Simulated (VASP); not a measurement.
# Si2W (I4/mmm) in VASP: notebook

Si2W is run at these levels: PBE; tasks: single point.

Program: VASP 6.6.1. These are calculated values, not measurements. Logs are shortened: lines on timing, memory, paths and dates and some standing lists are left out, and cuts for length are marked.

## 1. The cell of the first run

It takes space group I4/mmm (No. 139, tetragonal). Conventional cell: a = 3.229 Å, b = 3.229 Å, c = 7.867 Å, α = 90.00°, β = 90.00°, γ = 90.00°. Si (site symmetry 4mm) has 9 Si at 2.60 to 3.23 Å and 5 W at 2.63 Å within 3.4 Å. Within 3.5 Å of W (site symmetry 4/mmm) lie 10 Si at 2.63 Å and 4 W at 3.23 Å.

## 2. Single point, PBE

File INCAR:

```
ALGO = Normal
EDIFF = 1E-6
ENCUT = 520
GGA = PE
ISIF = 2
ISMEAR = 0
LASPH = True
LCHARG = False
LREAL = False
LWAVE = False
NBANDS = 18
NELM = 60
PREC = Accurate
SIGMA = 0.1
```

File KPOINTS:

```
k-points
0
Gamma
  18 18 18
```

File POSCAR:

```
Si2W
1.0
   -1.6146459823      1.6146459823      3.9336145459
    1.6146459823     -1.6146459823      3.9336145459
    1.6146459823      1.6146459823     -3.9336145459
Si W
2 1
Direct
    0.3345726944      0.3345726944      0.0000000000
    0.6654273056      0.6654273056      0.0000000000
    0.0000000000      0.0000000000      0.0000000000
```

Potentials or basis: VASP PAW PBE potentials, release 64 (Si, W_sv).

On the command line:

```bash
> cat potpaw_PBE.64/Si/POTCAR potpaw_PBE.64/W_sv/POTCAR > POTCAR
> mpirun -np 1 vasp_std > vasp.out
```

OUTCAR:

```text
EDIFF = 1E-6
   ENCUT = 520
   GGA = PE
   ISIF = 2
   ISMEAR = 0
   LASPH = True
   LREAL = False
   NELM = 60
   PREC = Accurate

 ion  position               nearest neighbor table
   1  0.335  0.335  0.000-   2 2.60   3 2.63   3 2.63   3 2.63   3 2.63   3 2.63   2 2.64   2 2.64
                             2 2.64   2 2.64
   2  0.665  0.665  0.000-   1 2.60   3 2.63   3 2.63   3 2.63   3 2.63   3 2.63   1 2.64   1 2.64
                             1 2.64   1 2.64
   3  0.000  0.000  0.000-   2 2.63   2 2.63   2 2.63   1 2.63   2 2.63   1 2.63   1 2.63   1 2.63
                             1 2.63   2 2.63

  LATTYP: Found a body centered tetragonal cell.
 ALAT       =     3.2292919646
 C/A-ratio  =     2.4362086730

  Lattice vectors:

 A1 = (  -1.6146459823,   1.6146459823,   3.9336145459)
 A2 = (   1.6146459823,  -1.6146459823,   3.9336145459)
 A3 = (   1.6146459823,   1.6146459823,  -3.9336145459)

Analysis of symmetry for initial positions (statically):
=====================================================================
 Subroutine PRICEL returns:
 Original cell was already a primitive cell.

 Routine SETGRP: Setting up the symmetry group for a
 body centered tetragonal supercell.

 Subroutine GETGRP returns: Found 16 space group operations
 (whereof 16 operations were pure point group operations)
 out of a pool of 16 trial point group operations.

The static configuration has the point symmetry D_4h.

Analysis of symmetry for dynamics (positions and initial velocities):
=====================================================================
 Subroutine PRICEL returns:
 Original cell was already a primitive cell.

 Routine SETGRP: Setting up the symmetry group for a
 body centered tetragonal supercell.

 Subroutine GETGRP returns: Found 16 space group operations
 (whereof 16 operations were pure point group operations)
 out of a pool of 16 trial point group operations.

The dynamic configuration has the point symmetry D_4h.

 Subroutine INISYM returns: Found 16 space group operations
 (whereof 16 operations are pure point group operations),
 and found     1 'primitive' translations

----------------------------------------------------------------------------------------

                                     Primitive cell

  volume of cell :      41.0210

  direct lattice vectors                    reciprocal lattice vectors
[... 83 lines left out ...]
   ISPIN  =      1    spin polarized calculation?
   LNONCOLLINEAR =      F non collinear calculations
   LSORBIT =      F    spin-orbit coupling
   LASPH  =      T    aspherical Exc in radial PAW
   ENCUT  =  520.0 eV  38.22 Ry    6.18 a.u.   8.46  8.46  8.46*2*pi/ulx,y,z
   NELM   =     60;   NELMIN=  2; NELMDL= -5     # of ELM steps
   EDIFF  = 0.1E-05   stopping-criterion for ELM
   LREAL  =      F    real-space projection
   EDIFFG = 0.1E-04   stopping-criterion for IOM
   NSW    =      0    number of steps for IOM
   IBRION =     -1    ionic relax: 0-MD 1-quasi-New 2-CG
   NFREE  =      0    steps in history (QN), initial steepest desc. (CG)
   ISIF   =      2    stress and relaxation
   ISYM   =      2    0-nonsym 1-usesym 2-fastsym
   POTIM  = 0.5000    time-step for ionic-motion
   TEBEG  =    0.0;   TEEND  =   0.0 temperature during run
   PSTRESS=    0.0 pullay stress
   NELECT =      22.0000    total number of electrons
   NUPDOWN=      -1.0000    fix difference up-down
   EMIN   =  10.00;   EMAX   =-10.00  energy-range for DOS
   EFERMI =   0.00;   METHOD = LEGACY
   ISMEAR =     0;   SIGMA  =   0.10  broadening in eV -4-tet -1-fermi 0-gaus
   EFERMI_NEDOS =   21; number of points for ismear=-14 and -15
   IALGO  =     38    algorithm
   IMIX   =      4    mixing-type and parameters
     AMIX     =   0.40;   BMIX     =  1.00
     AMIX_MAG =   1.60;   BMIX_MAG =  1.00
  volume/ion in A,a.u.               =      13.67        92.27
  Fermi-wavevector in a.u.,A,eV,Ry     =   1.330088  2.513501 24.070517  1.769133
  Thomas-Fermi vector in A             =   2.459201
   LORBIT       =      0    0 simple, 1 ext, 2 COOP (PROOUT), +10 PAW based schemes
   GGA     = PE    functional components
   LHFCALC =     F    Hartree Fock is set to
   AEXX    =    0.0000 exact exchange contribution
   IVDW    =     0    specifies the selected vdW correction
   LEPSILON=     F    determine dielectric tensor
   LRPA    =     F    only Hartree local field effects (RPA)
 non-spin polarized calculation
 Gauss-broadening in eV      SIGMA  =   0.10
  energy-cutoff  :      520.00
  volume of cell :       41.02
 maximum number of plane-waves:      1134
 NGX is ok and might be reduce to    36
   NGX = 17   NGY = 17   NGZ = 17

 number of electron      22.0000000 magnetization

 Free energy of the ion-electron system (eV)
  ---------------------------------------------------
  ext. energy  EPLUGINS =         0.00000000
  ---------------------------------------------------
  free energy    TOTEN  =       -24.81573748 eV

  energy without entropy =      -24.81483160  energy(sigma->0) =      -24.81528454

 E-fermi :  11.7559     XC(G=0): -12.4601

 val. band max:       11.7360998950   @ k =  -0.3889   0.5000   0.3333
 cond. band min:      11.7931834651   @ k =  -0.3889  -0.4444   0.3889
 fundamental gap:      0.0570835701
 Fermi energy:        11.7558711870

 k-point     1 :       0.0000    0.0000    0.0000
  band No.  band energies     occupation
      1     -62.1291      2.00000
      2     -26.3760      2.00000
      3     -26.3626      2.00000
      4     -26.3626      2.00000
      5      -2.2041      2.00000
      6       4.9971      2.00000
[... 481 lines left out ...]
      5      -1.3076      2.00000
      6       5.0910      2.00000
[... 10 lines left out ...]
     17      17.9566      0.00000
     18      19.8864      0.00000

 [... further k-points ...]
[... 5 lines left out ...]
  --------------------------------------------------------------------------------------
  -------------------------------------------------------------------------------------
  Total        0.0129640      0.0129640     -0.0019867      0.0000000      0.0000000      0.0000000
  in kB        0.5063402      0.5063402     -0.0775947      0.0000000      0.0000000      0.0000000
  external PRESSURE =       0.3116952 kB  Pullay stress =       0.0000000 kB

 VOLUME and BASIS-vectors are now :
 -----------------------------------------------------------------------------
  energy-cutoff  :      520.00
  volume of cell :       41.02
      direct lattice vectors                 reciprocal lattice vectors
    -1.614645982  1.614645982  3.933614546     0.000000000  0.309665404  0.127109556
     1.614645982 -1.614645982  3.933614546     0.309665404  0.000000000  0.127109556
     1.614645982  1.614645982 -3.933614546     0.309665404  0.309665404  0.000000000

 POSITION                                       TOTAL-FORCE (eV/Angst)
 -----------------------------------------------------------------------------------
      0.00000      0.00000      2.63216        -0.000000     -0.000000     -0.003249
      0.00000      0.00000      5.23507         0.000000      0.000000      0.003249
      0.00000      0.00000      0.00000        -0.000000     -0.000000      0.000000
 -----------------------------------------------------------------------------------
    total drift:                               -0.000000      0.000000      0.000000

  FREE ENERGIE OF THE ION-ELECTRON SYSTEM (eV)
  ---------------------------------------------------
  free  energy   TOTEN  =       -24.8157374765 eV

  energy  without entropy=      -24.8148316014  energy(sigma->0) =      -24.81528454
```

Wall time 13 min (1 thread of AMD EPYC 7R13, shared host); peak memory 0.44 GiB.

Results:

| Property | Result |
| --- | --- |
| Free energy | -24.8157 eV |
| Pressure | 0.0 GPa |
| Largest force | 0.003 eV/Å |
| Band gap on the k mesh | zero (band 11 reaches 12.49 eV, above the bottom of band 12 at 11.24 eV) |

Forces in eV/Å, atoms in the order of the input:
```
Si   0.000  0.000 -0.003
Si   0.000  0.000  0.003
W    0.000  0.000  0.000
```

Caveat: spin-orbit coupling is left out, which moves the levels of the heavy elements.

## 3. Single point, PBE

File INCAR:

```
  ALGO = Normal
  EDIFF = 1E-6
  ENCUT = 520
  GGA = PE
  ISIF = 2
  ISMEAR = 0
  LASPH = T
  LCHARG = T
  LELF = T
  LREAL = F
  LVHAR = T
  LWAVE = F
  NBANDS = 18
  NELM = 100
  PREC = Accurate
  SIGMA = 0.15
```

KPOINTS is that of step 2.

POSCAR is that of step 2.

Potentials or basis: VASP PAW PBE potentials, release 64 (Si, W_sv).

On the command line:

```bash
> cat potpaw_PBE.64/Si/POTCAR potpaw_PBE.64/W_sv/POTCAR > POTCAR
> mpirun -np 1 vasp_std > vasp.out
```

Wall time 15 min (1 thread of AMD EPYC 7R13, shared host); peak memory 0.44 GiB.

Results (log left out):

```
Free energy            : -24.8164 eV
Pressure               : 0.0 GPa
Largest force          : 0.005 eV/Å
Band gap on the k mesh : zero (band 11 reaches 12.49 eV, above the bottom of band 12 at 11.24 eV)
```

Forces in eV/Å, atoms in the order of the input:
```
Si   0.000  0.000 -0.005
Si   0.000  0.000  0.005
W    0.000  0.000  0.000
```

Levels at points of the mesh, in eV from the Fermi level:
| k point | band 8 | band 9 | band 10 | band 11 | band 12 | band 13 | band 14 | band 15 |
| --- | --- | --- | --- | --- | --- | --- | --- | --- |
| (0.00, 0.00, 0.00) | -3.24 | -2.80 | -2.80 | 0.61 | 2.65 | 2.98 | 3.04 | 3.04 |
| (0.50, 0.00, 0.00) | -4.81 | -2.75 | -2.71 | -0.42 | 2.65 | 2.76 | 3.91 | 4.31 |
| (0.50, 0.50, 0.00) | -5.50 | -4.96 | -3.19 | -1.75 | 2.74 | 2.91 | 3.07 | 3.86 |
| (0.50, 0.50, 0.50) | -2.54 | -0.85 | -0.85 | -0.48 | -0.48 | 0.78 | 4.44 | 4.73 |

Caveat: spin-orbit coupling is left out, which moves the levels of the heavy elements.

## 4. Single point, PBE

File INCAR:

```
SYSTEM = Si2W
ALGO = Normal
EDIFF = 1E-6
ENCUT = 520
GGA = PE
ISIF = 2
ISMEAR = 0
LASPH = .True.
LCHARG = .True.
LELF = .True.
LREAL = .False.
LVHAR = .True.
LWAVE = .False.
NBANDS = 18
NELM = 60
PREC = Accurate
SIGMA = 0.15
```

File KPOINTS:

```
k-points
0
Gamma
  18 18 18
  0 0 0
```

POSCAR is that of step 3.

On the command line:

```bash
> cat potpaw_PBE.64/Si/POTCAR potpaw_PBE.64/W_sv/POTCAR > POTCAR
> mpirun -np 1 vasp_std > vasp.out
```

Run time: 13 min. Hardware: 1 thread of AMD EPYC 7R13, shared host; peak memory 0.44 GiB.

It converged, with:

```
Free energy            : -24.8164 eV
Pressure               : 0.0 GPa
Largest force          : 0.005 eV/Å
Band gap on the k mesh : zero (band 11 reaches 12.49 eV, above the bottom of band 12 at 11.24 eV)
```

Forces in eV/Å, atoms in the order of the input:
```
Si   0.000  0.000 -0.005
Si   0.000  0.000  0.005
W    0.000  0.000  0.000
```

Levels at points of the mesh, in eV from the Fermi level:
| k point | band 7 | band 8 | band 9 | band 10 | band 11 | band 12 | band 13 | band 14 | band 15 | band 16 |
| --- | --- | --- | --- | --- | --- | --- | --- | --- | --- | --- |
| (0.00, 0.00, 0.00) | -3.75 | -3.24 | -2.80 | -2.80 | 0.61 | 2.65 | 2.98 | 3.04 | 3.04 | 4.55 |
| (0.50, 0.00, 0.00) | -5.67 | -4.81 | -2.75 | -2.71 | -0.42 | 2.65 | 2.76 | 3.91 | 4.31 | 5.07 |
| (0.50, 0.50, 0.00) | -5.94 | -5.50 | -4.96 | -3.19 | -1.75 | 2.74 | 2.91 | 3.07 | 3.86 | 4.31 |
| (0.50, 0.50, 0.50) | -3.75 | -2.54 | -0.85 | -0.85 | -0.48 | -0.48 | 0.78 | 4.44 | 4.73 | 6.15 |

Caveat: spin-orbit coupling is left out, which moves the levels of the heavy elements.
